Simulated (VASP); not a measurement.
A run of VASP 6.6.1:

Contents of INCAR:

```
SYSTEM = Pb
ALGO = Normal
EDIFF = 1E-7
ENCUT = 520
GGA = PS
ISIF = 2
ISMEAR = 0
LASPH = .True.
LCHARG = .True.
LELF = .True.
LREAL = .False.
LVHAR = .True.
LWAVE = .False.
NBANDS = 13
NELM = 60
PREC = Accurate
SIGMA = 0.1
```

The input KPOINTS:

```
k-points
0
Gamma
  8 8 8
  0 0 0
```

Contents of POSCAR:

```
Pb
1.0
   -1.5071828596      1.5071828596      1.5071828596
    1.5071828596     -1.5071828596      1.5071828596
    1.5071828596      1.5071828596     -1.5071828596
Pb
1
Direct
    0.0000000000      0.0000000000      0.0000000000
```

Potentials or basis: VASP PAW PBE potentials, release 64 (Pb_d).

The run is started by

```sh
$ cat potpaw_PBE.64/Pb_d/POTCAR > POTCAR
$ mpirun -np 1 vasp_std > vasp.out
```

Hardware: 1 thread of Intel Xeon 8259CL (shared host).

How long does it take, and how much memory?

Wall time 5.1 s on 1 thread of Intel Xeon 8259CL (shared host), peak memory 0.13 GiB. Counts: scf iterations 11, k points 29.
